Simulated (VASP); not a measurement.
Input of a VASP 6.6.1 run:

INCAR

```
SYSTEM = Mg3Si
PREC = Accurate ; ENCUT = 520
EDIFF = 1E-7 ; ISMEAR = 0
SIGMA = 0.1 ; LREAL = .False.
LASPH = .True. ; NELM = 80
ALGO = Fast ; ISIF = 2
LWAVE = .False. ; LCHARG = .True.
GGA = PE ; LELF = .True.
LVHAR = .True. ; NBANDS = 13
```

File KPOINTS:

```
regular mesh
0
Gamma
  14 14 14
  0 0 0
```

The input POSCAR:

```
Mg3Si
1.0
   -2.5624171147      2.5624171147      3.0870799857
    2.5624171147     -2.5624171147      3.0870799857
    2.5624171147      2.5624171147     -3.0870799857
Mg Si
3 1
Direct
    0.0000000000      0.0000000000      0.0000000000
    0.7500000000      0.2500000000      0.5000000000
    0.2500000000      0.7500000000      0.5000000000
    0.5000000000      0.5000000000      0.0000000000
```

Potentials or basis: VASP PAW PBE potentials, release 64 (Mg, Si).

Launch:

```console
$ cat potpaw_PBE.64/Mg/POTCAR potpaw_PBE.64/Si/POTCAR > POTCAR
$ mpirun -np 1 vasp_std > vasp.out
```

Question: Estimate the pressure.

Answer: -0.1 GPa.

Question: Predict the band gap on the k mesh.

Answer: Zero (bands 5 and 6 overlap by 3.00 eV).
